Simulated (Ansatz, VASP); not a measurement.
AlCo: VASP beside Ansatz

```
Al Co
1.0
     2.82465    0.00000    0.00000
     0.00000    2.82465    0.00000
     0.00000    0.00000    2.82465
Al Co
1 1
Direct
  0.00000 0.00000 0.00000
  0.50000 0.50000 0.50000
```

Alike in both runs: functional PBEsol; k mesh 14 × 14 × 14; occupations fermi-dirac, width 0.15 eV; no spin polarisation.

Ansatz relaxed the structure, and its values are those at the end. VASP's run is a single point on that final structure, the one shown.

```csv
,VASP,Ansatz
version,VASP 6.6.1,Ansatz 0.2.0
potentials or method,"VASP PAW PBE potentials, release 64 (Al, Co), cutoff 520 eV","scalar-relativistic, plane waves, PAW"
valence electrons in the cell,12,20
```

```tsv
	VASP	Ansatz	Ansatz less VASP
gap on the k mesh at the Fermi level (eV)	none	none	-
pressure (GPa)	0.1	0.0	-0.12
```

VASP's potentials were made for PBE, not for PBEsol. A gap of «none» marks a metal or a gap that the smearing closes. With one functional, cell and mesh, what is left measures potentials, basis and numerics. VASP's potentials hold 12 valence electrons a cell and Ansatz's 20, so a difference there can come from the potentials and not from the codes.
